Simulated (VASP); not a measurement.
# Cu16HCl in VASP: further runs

Cu16HCl is run at these levels: PBE+D3(BJ); tasks: single point.

Program: VASP 6.6.1. These are calculated values, not measurements. Logs are shortened: lines on timing, memory, paths and dates and some standing lists are left out, and cuts for length are marked.

### Step 1. The cell of the first run

The cell holds a slab with vacuum, 18 atoms: a = 7.220 Å, b = 5.105 Å, c = 16.829 Å, α = 90.00°, β = 90.00°, γ = 90.00°.

### Step 2. Single point, PBE+D3(BJ)

INCAR reads:

```
PREC     = Accurate       # precision mode
ENCUT    = 520            # plane-wave cutoff, eV
EDIFF    = 1E-6           # SCF threshold, eV
ISMEAR   = -1             # smearing method
SIGMA    = 0.15           # smearing width, eV
LREAL    = Auto         
LASPH    = T              # aspherical terms in the spheres
NELM     = 100            # most SCF steps
ALGO     = Normal         # electronic algorithm
ISIF     = 2              # what is computed and relaxed
LWAVE    = F              # write WAVECAR
LCHARG   = F              # write CHGCAR
GGA      = PE             # functional
IVDW     = 12             # dispersion correction
NBANDS   = 107            # bands
```

KPOINTS reads:

```
Automatic mesh
0
Gamma
  2 3 1
```

POSCAR reads:

```
Cu16HCl
1.0
    7.2200000000      0.0000000000      0.0000000000
    0.0000000000      5.1053110000      0.0000000000
    0.0000000000      0.0000000000     16.8289830000
Cu Cl H
16 1 1
Direct
    0.2500000000      0.2499945645      0.0594212972
    0.7500000000      0.2499945645      0.0594212972
    0.2500000000      0.7500032809      0.0594212972
    0.7500000000      0.7500032809      0.0594212972
   -0.0013434903      0.0328481458      0.1219087333
    0.4949168975      0.0049360362      0.1260741662
    0.0055263158      0.5121137576      0.1302395991
    0.5035872576      0.5013210752      0.1248084926
    0.2481024931      0.2458028512      0.2094244198
    0.7277008310      0.2456461516      0.2117656189
    0.2503047091      0.7426775764      0.2071129313
    0.7386426593      0.7745267624      0.2082538202
   -0.0013573407     -0.0255616161      0.2763268583
    0.4976869806     -0.0017824575      0.2819005759
   -0.0165512465      0.4936232092      0.2717217077
    0.5075346260      0.4874335765      0.2734152147
    1.0906925208      0.4249692134      0.4135662862
    1.2352216066      0.4246558143      0.3601643664
```

Potentials or basis: VASP PAW PBE potentials, release 64 (Cu, Cl, H).

The run is started by

```sh
$ cat potpaw_PBE.64/Cu/POTCAR potpaw_PBE.64/Cl/POTCAR potpaw_PBE.64/H/POTCAR > POTCAR
$ mpirun -np 1 vasp_std > vasp.out
```

OUTCAR:

```text
PREC = Accurate
   ENCUT = 520
   EDIFF = 1E-6
   ISMEAR = -1
   LREAL = Auto
   LASPH = T
   NELM = 100
   ISIF = 2
   GGA = PE
   IVDW = 12
 IVDW          = 12

 ion  position               nearest neighbor table
   1  0.250  0.250  0.059-   5 2.37   6 2.44   8 2.49   7 2.52   9 2.52   3 2.55   3 2.55
   2  0.750  0.250  0.059-   5 2.36   8 2.45   6 2.49   4 2.55   4 2.55  10 2.57   7 2.57
   3  0.250  0.750  0.059-   7 2.45   6 2.47   8 2.48  11 2.49   5 2.55   1 2.55   1 2.55
   4  0.750  0.750  0.059-   8 2.45  12 2.51   7 2.51   6 2.52   5 2.53   2 2.55   2 2.55
   5  0.999  0.033  0.122-   2 2.36   1 2.37   7 2.45   4 2.53   3 2.55   9 2.57  13 2.62   7 2.66
                            10 2.70  12 2.72  11 2.75
   6  0.495  0.005  0.126-   1 2.44   3 2.47   2 2.49   4 2.52  12 2.53  10 2.53   8 2.54   8 2.57
                             9 2.58  11 2.60  14 2.62
   7  0.006  0.512  0.130-  15 2.39   5 2.45   3 2.45  11 2.49   4 2.51   1 2.52   2 2.57   9 2.59
                             5 2.66  12 2.69  10 2.79
   8  0.504  0.501  0.125-   4 2.45   2 2.45   3 2.48   1 2.49  16 2.50   6 2.54  10 2.54   6 2.57
                            11 2.60  12 2.61   9 2.67
   9  0.248  0.246  0.209-  16 2.49  14 2.52  15 2.52   1 2.52  13 2.54  11 2.54   5 2.57  11 2.57
                             6 2.58   7 2.59   8 2.67
  10  0.728  0.246  0.212-  16 2.26  14 2.40  12 2.41  15 2.46   6 2.53   8 2.54   2 2.57  13 2.63
                             5 2.70  12 2.70   7 2.79
  11  0.250  0.743  0.207-  13 2.46   3 2.49   7 2.49  16 2.53   9 2.54  14 2.54  15 2.55   9 2.57
                             6 2.60   8 2.60   5 2.75
  12  0.739  0.775  0.208-  10 2.41  14 2.42  13 2.42  16 2.48   4 2.51  15 2.51   6 2.53   8 2.61
                             7 2.69  10 2.70   5 2.72
  13  0.999  0.974  0.276-  12 2.42  15 2.46  11 2.46   9 2.54   5 2.62  10 2.63  15 2.65
  14  0.498  0.998  0.282-  10 2.40  12 2.42  16 2.50   9 2.52  11 2.54  16 2.61   6 2.62
  15  0.983  0.494  0.272-   7 2.39  10 2.46  13 2.46  12 2.51   9 2.52  17 2.53  11 2.55  13 2.65

  16  0.508  0.487  0.273-  10 2.26  12 2.48   9 2.49   8 2.50  14 2.50  11 2.53  14 2.61
  17  0.091  0.425  0.414-  18 1.38  15 2.53
  18  0.235  0.425  0.360-  17 1.38

  LATTYP: Found a simple orthorhombic cell.
 ALAT       =     5.1053110000
 B/A-ratio  =     1.4142135513
 C/A-ratio  =     3.2963678413

  Lattice vectors:

 A1 = (   0.0000000000,  -5.1053110000,   0.0000000000)
 A2 = (   7.2200000000,   0.0000000000,   0.0000000000)
 A3 = (   0.0000000000,   0.0000000000,  16.8289830000)

Analysis of symmetry for initial positions (statically):
=====================================================================
 Subroutine PRICEL returns:
 Original cell was already a primitive cell.

 Routine SETGRP: Setting up the symmetry group for a
 simple orthorhombic supercell.

 Subroutine GETGRP returns: Found  1 space group operations
 (whereof  1 operations were pure point group operations)
 out of a pool of  8 trial point group operations.

The static configuration has the point symmetry C_1 .

Analysis of symmetry for dynamics (positions and initial velocities):
=====================================================================
 Subroutine PRICEL returns:
 Original cell was already a primitive cell.

 Routine SETGRP: Setting up the symmetry group for a
 simple orthorhombic supercell.

 Subroutine GETGRP returns: Found  1 space group operations
 (whereof  1 operations were pure point group operations)
 out of a pool of  8 trial point group operations.

The dynamic configuration has the point symmetry C_1 .

 Subroutine INISYM returns: Found  1 space group operations
 (whereof  1 operations are pure point group operations),
 and found     1 'primitive' translations

----------------------------------------------------------------------------------------

                                     Primitive cell

  volume of cell :     620.3221

  direct lattice vectors                    reciprocal lattice vectors
     7.220000000  0.000000000  0.000000000     0.138504155  0.000000000  0.000000000
     0.000000000  5.105311000  0.000000000     0.000000000  0.195874453  0.000000000
     0.000000000  0.000000000 16.828983000     0.000000000  0.000000000  0.059421297

  length of vectors
     7.220000000  5.105311000 16.828983000     0.138504155  0.195874453  0.059421297

  position of ions in fractional coordinates (direct lattice)
     0.250000000  0.249994564  0.059421297
     0.750000000  0.249994564  0.059421297
     0.250000000  0.750003281  0.059421297
     0.750000000  0.750003281  0.059421297
     0.998656510  0.032848146  0.121908733
     0.494916897  0.004936036  0.126074166
[... 10 lines left out ...]
     0.090692521  0.424969213  0.413566286
     0.235221607  0.424655814  0.360164366

  ion indices of the primitive-cell ions
   primitive index   ion index
                 1           1
                 2           2
                 3           3
                 4           4
                 5           5
                 6           6
[... 10 lines left out ...]
                17          17
                18          18

----------------------------------------------------------------------------------------

 KPOINTS: Automatic mesh

Automatic generation of k-mesh.
 Grid dimensions read from file:
 generate k-points for:    2    3    1

 Generating k-lattice:

  Cartesian coordinates                     Fractional coordinates (reciprocal lattice)
     0.069252078  0.000000000  0.000000000     0.500000000  0.000000000  0.000000000
     0.000000000  0.065291484  0.000000000     0.000000000  0.333333333  0.000000000
     0.000000000  0.000000000  0.059421297     0.000000000  0.000000000  1.000000000

  Length of vectors
     0.069252078  0.065291484  0.059421297

  Shift w.r.t. Gamma in fractional coordinates (k-lattice)
     0.000000000  0.000000000  0.000000000

 Subroutine IBZKPT returns following result:
 ===========================================

 Found      4 irreducible k-points:

 Following reciprocal coordinates:
            Coordinates               Weight
  0.000000  0.000000  0.000000      1.000000
  0.500000  0.000000  0.000000      1.000000
  0.000000  0.333333  0.000000      2.000000
  0.500000  0.333333  0.000000      2.000000
   k-points           NKPTS =      4   k-points in BZ     NKDIM =      4   number of bands    NBANDS=    107
   number of dos      NEDOS =    301   number of ions     NIONS =     18
   total plane-waves  NPLWV = 272160
   dimension x,y,z NGX =    54 NGY =   40 NGZ =  126
   dimension x,y,z NGXF=   108 NGYF=   80 NGZF=  252
   ions per type =              16   1   1
   NGX,Y,Z   is equivalent  to a cutoff of  12.43, 13.03, 12.45 a.u.
   NGXF,Y,Z  is equivalent  to a cutoff of  24.87, 26.05, 24.89 a.u.
 SYSTEM =  unknown system
   PREC   = accura    normal or accurate (medium, high low for compatibility)
   ISTART =      0    job   : 0-new  1-cont  2-samecut
   ICHARG =      2    charge: 1-file 2-atom 10-const
   ISPIN  =      1    spin polarized calculation?
   LNONCOLLINEAR =      F non collinear calculations
   LSORBIT =      F    spin-orbit coupling
   LASPH  =      T    aspherical Exc in radial PAW
   ENCUT  =  520.0 eV  38.22 Ry    6.18 a.u.  13.42  9.49 31.29*2*pi/ulx,y,z
   NELM   =    100;   NELMIN=  2; NELMDL= -5     # of ELM steps
   EDIFF  = 0.1E-05   stopping-criterion for ELM
   LREAL  =      T    real-space projection
   EDIFFG = 0.1E-04   stopping-criterion for IOM
   NSW    =      0    number of steps for IOM
   IBRION =     -1    ionic relax: 0-MD 1-quasi-New 2-CG
   NFREE  =      0    steps in history (QN), initial steepest desc. (CG)
   ISIF   =      2    stress and relaxation
   ISYM   =      2    0-nonsym 1-usesym 2-fastsym
   POTIM  = 0.5000    time-step for ionic-motion
   TEBEG  =    0.0;   TEEND  =   0.0 temperature during run
   PSTRESS=    0.0 pullay stress
   NELECT =     184.0000    total number of electrons
   NUPDOWN=      -1.0000    fix difference up-down
   EMIN   =  10.00;   EMAX   =-10.00  energy-range for DOS
   EFERMI =   0.00;   METHOD = LEGACY
   ISMEAR =    -1;   SIGMA  =   0.15  broadening in eV -4-tet -1-fermi 0-gaus
   EFERMI_NEDOS =   21; number of points for ismear=-14 and -15
   IALGO  =     38    algorithm
   IMIX   =      4    mixing-type and parameters
     AMIX     =   0.40;   BMIX     =  1.00
     AMIX_MAG =   1.60;   BMIX_MAG =  1.00
  volume/ion in A,a.u.               =      34.46       232.56
  Fermi-wavevector in a.u.,A,eV,Ry     =   1.091796  2.063196 16.218410  1.192020
  Thomas-Fermi vector in A             =   2.228049
   LORBIT       =      0    0 simple, 1 ext, 2 COOP (PROOUT), +10 PAW based schemes
   GGA     = PE    functional components
   LHFCALC =     F    Hartree Fock is set to
   AEXX    =    0.0000 exact exchange contribution
   IVDW    =    12    specifies the selected vdW correction
   LEPSILON=     F    determine dielectric tensor
   LRPA    =     F    only Hartree local field effects (RPA)
 non-spin polarized calculation
  energy-cutoff  :      520.00
  volume of cell :      620.32
 maximum number of plane-waves:     16767
 NGX is ok and might be reduce to    54
   NGX = 27   NGY = 19   NGZ = 63

 number of electron     184.0000000 magnetization

 Free energy of the ion-electron system (eV)
  ---------------------------------------------------
  ext. energy  EPLUGINS =         0.00000000
  ---------------------------------------------------
  free energy    TOTEN  =       -58.31164291 eV

  energy without entropy =      -57.76334751  energy(sigma->0) =      -58.03749521

 E-fermi :  -0.3655     XC(G=0):  -5.4265

 val. band max:       -0.3715381670   @ k =   0.5000   0.0000   0.0000
 cond. band min:      -0.3614910861   @ k =   0.0000   0.3333   0.0000
 fundamental gap:      0.0100470809
 Fermi energy:        -0.3654670661

 k-point     1 :       0.0000    0.0000    0.0000
  band No.  band energies     occupation
      1     -17.4685      2.00000
      2      -8.7458      2.00000
      3      -7.9882      2.00000
      4      -6.2295      2.00000
      5      -6.1851      2.00000
      6      -6.0255      2.00000
[... 96 lines left out ...]
    103       3.3493      0.00000
    104       3.4669      0.00000

 k-point     2 :       0.5000    0.0000    0.0000
  band No.  band energies     occupation
      1     -17.4683      2.00000
      2      -8.2533      2.00000
      3      -7.9865      2.00000
      4      -7.7506      2.00000
      5      -5.8352      2.00000
      6      -5.6848      2.00000
[... 96 lines left out ...]
    103       2.3152      0.00000
    104       2.8494      0.00000

 k-point     3 :       0.0000    0.3333    0.0000
  band No.  band energies     occupation
      1     -17.4646      2.00000
      2      -8.2182      2.00000
      3      -7.8555      2.00000
      4      -6.3462      2.00000
      5      -5.7638      2.00000
      6      -5.7149      2.00000
[... 96 lines left out ...]
    103       3.6113      0.00000
    104       3.8846      0.00000

 k-point     4 :       0.5000    0.3333    0.0000
  band No.  band energies     occupation
      1     -17.4645      2.00000
      2      -8.0915      2.00000
      3      -7.3927      2.00000
      4      -7.2643      2.00000
      5      -5.9060      2.00000
      6      -5.8459      2.00000
[... 96 lines left out ...]
    103       3.0412      0.00000
    104       3.6187      0.00000
 [bands above 104 left out]

------------------------ aborting loop because EDIFF is reached ----------------------------------------

 Edisp (eV)   -5.81276

 E8    (eV) :    -2.5968

  FORCE on cell =-STRESS in cart. coord.  units (eV):
  Direction    XX          YY          ZZ          XY          YZ          ZX
  --------------------------------------------------------------------------------------
  -------------------------------------------------------------------------------------
  Total      -6.32112    -8.41897     1.03037    -0.36406     0.33001     0.01606
  in kB     -16.32630   -21.74463     2.66126    -0.94029     0.85236     0.04147
  external pressure =      -11.80 kB  Pullay stress =        0.00 kB

 VOLUME and BASIS-vectors are now :
 -----------------------------------------------------------------------------
  energy-cutoff  :      520.00
  volume of cell :      620.32
      direct lattice vectors                 reciprocal lattice vectors
     7.220000000  0.000000000  0.000000000     0.138504155  0.000000000  0.000000000
     0.000000000  5.105311000  0.000000000     0.000000000  0.195874453  0.000000000
     0.000000000  0.000000000 16.828983000     0.000000000  0.000000000  0.059421297

 POSITION                                       TOTAL-FORCE (eV/Angst)
 -----------------------------------------------------------------------------------
      1.80500      1.27630      1.00000         0.143642      0.264006     -0.196993
      5.41500      1.27630      1.00000        -0.158333      0.258311     -0.076314
      1.80500      3.82900      1.00000        -0.084616      0.082118     -0.121886
      5.41500      3.82900      1.00000         0.161200      0.068517      0.008553
      7.21030      0.16770      2.05160        -0.007646     -0.897340      0.530552
      3.57330      0.02520      2.12170         0.069627     -0.168011     -0.087418
[... 10 lines left out ...]
      0.65480      2.16960      6.95990         0.481793      0.016051     -0.395399
      1.69830      2.16800      6.06120        -0.338095     -0.039076      0.358231
 -----------------------------------------------------------------------------------
    total drift:                                0.005974     -0.002502      0.001695

  FREE ENERGIE OF THE ION-ELECTRON SYSTEM (eV)
  ---------------------------------------------------
  free  energy   TOTEN  =       -64.1244066995 eV

  energy  without entropy=      -63.5761113063  energy(sigma->0) =      -63.85025900
```

It took 11 min on 1 thread of Intel Xeon Platinum 8488C (Sapphire Rapids), shared host; peak memory 0.66 GiB.

Results:

```
Free energy                : -64.1244 eV
Largest force              : 1.348 eV/Å
Band gap on the k mesh     : zero (bands 92 and 93 overlap by 0.20 eV)
Dispersion energy per atom : -0.323 eV
```

Forces on the atoms (eV/Å):
```
Cu   0.144  0.264 -0.197
Cu  -0.158  0.258 -0.076
Cu  -0.085  0.082 -0.122
Cu   0.161  0.069  0.009
Cu  -0.008 -0.897  0.531
Cu   0.070 -0.168 -0.087
Cu  -0.470  0.145 -0.397
Cu  -0.221  0.111 -0.128
Cu   0.065 -0.065  0.164
Cu   1.231  0.006 -0.548
Cu   0.207  0.145  0.300
Cu   0.260 -0.721 -0.105
Cu  -0.059  0.535 -0.353
Cu  -0.466 -0.234  0.005
Cu  -0.065 -0.190  0.410
Cu  -0.749  0.684  0.632
Cl   0.482  0.016 -0.395
H   -0.338 -0.039  0.358
```

Caveat: the k points lie up to 0.44 Å⁻¹ apart; there is no dipole correction, which matters where the two faces differ.

### Step 3. Single point, PBE+D3(BJ)

INCAR reads:

```
SYSTEM = Cu16HCl
PREC = Accurate
ENCUT = 520
EDIFF = 1E-6
ISMEAR = -1
SIGMA = 0.15
LREAL = Auto
LASPH = .TRUE.
NELM = 100
ALGO = Normal
ISIF = 2
LWAVE = .FALSE.
LCHARG = .FALSE.
GGA = PE
IVDW = 12
NBANDS = 107
```

KPOINTS reads:

```
Automatic mesh
0
G
  2 3 1
  0 0 0
```

POSCAR reads:

```
Cu16HCl
1.0
    7.2200000000      0.0000000000      0.0000000000
    0.0000000000      5.1053110000      0.0000000000
    0.0000000000      0.0000000000     16.8289830000
Cu Cl H
16 1 1
Direct
    0.2500000000      0.2499945645      0.0594212972
    0.7500000000      0.2499945645      0.0594212972
    0.2500000000      0.7500032809      0.0594212972
    0.7500000000      0.7500032809      0.0594212972
   -0.0036703601      0.0376078950      0.1227346893
    0.4976592798      0.0133194628      0.1309883075
    0.0038088643      0.5164034081      0.1298058237
    0.5135595568      0.5063746361      0.1247550134
    0.2452077562      0.2438636941      0.2099116744
    0.7394598338      0.2394761064      0.2112308272
    0.2526315789      0.7520991375      0.2065721975
    0.7380193906      0.7726463677      0.2077665656
    0.0063573407     -0.0249348179      0.2733260827
    0.4850415512     -0.0059349959      0.2862026778
   -0.0281578947      0.4787563383      0.2694280457
    0.5001939058      0.4791676746      0.2723099786
    1.0868836565      0.4239702537      0.4054255685
    1.2360664820      0.3609182673      0.3457368755
```

Potentials or basis: VASP PAW PBE potentials, release 64 (Cu, Cl, H).

The run is started by

```sh
$ cat potpaw_PBE.64/Cu/POTCAR potpaw_PBE.64/Cl/POTCAR potpaw_PBE.64/H/POTCAR > POTCAR
$ mpirun -np 1 vasp_std > vasp.out
```

Run time: 12 min. Hardware: 1 thread of Intel Xeon Platinum 8488C (Sapphire Rapids), shared host; peak memory 0.66 GiB.

Results (log left out):

| Item | Value |
| --- | --- |
| Free energy | -63.9677 eV |
| Largest force | 1.195 eV/Å |
| Band gap on the k mesh | zero (bands 92 and 93 overlap by 0.29 eV) |
| Dispersion energy per atom | -0.325 eV |

Forces in eV/Å, atoms in the order of the input:
```
Cu   0.260  0.302 -0.025
Cu  -0.158  0.245 -0.232
Cu   0.062  0.126  0.011
Cu   0.225  0.239 -0.123
Cu   0.181 -1.018  0.385
Cu  -0.087 -0.292 -0.388
Cu  -0.299  0.182 -0.421
Cu  -0.727  0.035 -0.042
Cu   0.138  0.282  0.078
Cu   0.015 -0.042 -0.371
Cu   0.125 -0.387  0.058
Cu   0.098 -0.673  0.213
Cu  -0.379  0.142 -0.037
Cu   0.029 -0.075 -0.304
Cu   0.588  0.480  0.922
Cu  -0.299  0.496  0.485
Cl   0.778 -0.255 -0.734
H   -0.551  0.213  0.526
```

Levels at points of the mesh, in eV from the Fermi level:
```csv
k point,band 88,band 89,band 90,band 91,band 92,band 93,band 94,band 95,band 96,band 97
"(0.00, 0.00, 0.00)",-1.41,-0.98,-0.96,-0.36,0.00,0.09,0.58,0.66,1.22,1.36
"(0.50, 0.00, 0.00)",-1.43,-0.21,0.02,0.10,0.19,0.24,0.27,0.35,0.42,1.84
```

Caveat: the k points lie up to 0.44 Å⁻¹ apart; there is no dipole correction, which matters where the two faces differ.
